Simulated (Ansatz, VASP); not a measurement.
# Two plane-wave programs on BaTiO3

Contents of INCAR:

```
SYSTEM = BaTiO3
PREC = Accurate
ENCUT = 520
EDIFF = 1E-6
ISMEAR = -1
SIGMA = 0.05
LREAL = .False.
LASPH = .True.
NELM = 60
ALGO = Normal
ISIF = 2
LWAVE = .False.
LCHARG = .False.
GGA = PS
NBANDS = 28
```

Contents of KPOINTS:

```
regular mesh
0
Gamma
  6 6 6
  0 0 0
```

POSCAR

```
BaTiO3
1.0
    2.7990929423      1.6160570637      2.3183934932
   -2.7990929423      1.6160570637      2.3183934932
    0.0000000000     -3.2321141275      2.3183934932
Ba Ti O
1 1 3
Direct
    0.0000000000      0.0000000000      0.0000000000
    0.4845000000      0.4845000000      0.4845000000
    0.5086000000      0.0175000000      0.5086000000
    0.0175000000      0.5086000000      0.5086000000
    0.5086000000      0.5086000000      0.0175000000
```

File input.yaml:

```yaml
crystal:
  lattice:
    - [2.7990929423, 1.6160570637, 2.3183934932]
    - [-2.7990929423, 1.6160570637, 2.3183934932]
    - [0.0, -3.2321141275, 2.3183934932]
  atoms:
    - { symbol: Ba, position: [0.0, 0.0, 0.0] }
    - { symbol: Ti, position: [0.4845, 0.4845, 0.4845] }
    - { symbol: O, position: [0.5086, 0.0175, 0.5086] }
    - { symbol: O, position: [0.0175, 0.5086, 0.5086] }
    - { symbol: O, position: [0.5086, 0.5086, 0.0175] }
hamiltonian:
  xc: pbesol
  pseudopotentials: { kind: paw }
kpoints:
  mp_grid: { grid: [6, 6, 6] }
  band_path:
    path:
      - [[0.0, 0.0, 0.0], [0.5, 0.0, 0.0], [0.5, 0.4905941718, -0.4905941718]]
      - [[0.5094058282, 0.5, 0.4905941718], [0.5, 0.5, 0.5], [0.0, 0.0, 0.0], [0.4952970859, 0.0, -0.4952970859]]
      - [[0.5047029141, 0.4952970859, 0.0], [0.5, 0.5, 0.0], [0.5047029141, 0.5047029141, 0.4905941718], [0.5, 0.5, 0.5]]
      - [[0.5, 0.0, 0.0], [0.5094058282, 0.4952970859, 0.4952970859]]
    npoints: 14
scf:
  occupations: { method: fermi_dirac, width: 0.05 }
  n_extra_bands: 12
output:
  forces: true
  stress: true
  eigenvalues: true
  fatbands: false
  write_density: true
  write_potential: true
  elf: true
  volumetric_format: npy
```

Alike in both runs: functional PBEsol; k mesh 6 × 6 × 6; occupations fermi-dirac, width 0.05 eV; no spin polarisation.

```csv
,VASP,Ansatz
version,VASP 6.6.1,Ansatz 0.2.0
potentials or method,"VASP PAW PBE potentials, release 64 (Ba_sv, Ti_sv, O)",Ansatz PAW
plane-wave cutoff (eV),520,420
valence electrons in the cell,40,40
task,single point,band structure
```

```csv
,VASP,Ansatz,Ansatz less VASP
gap on the k mesh at the Fermi level (eV),2.39,2.45,+0.059
least direct gap on the mesh (eV),2.74,2.76,+0.015
pressure (GPa),4.4,2.4,-2.02
"traceless stress, the component that is largest in VASP (GPa)",-1.90,-1.80,+0.102
rms of the force components (eV/Å),0.150,0.128,-0.0219
```

VASP's potentials were made for PBE, not for PBEsol. Atom by atom the forces differ by 0.027 eV/Å (rms over components).

Spin-orbit coupling is off throughout.
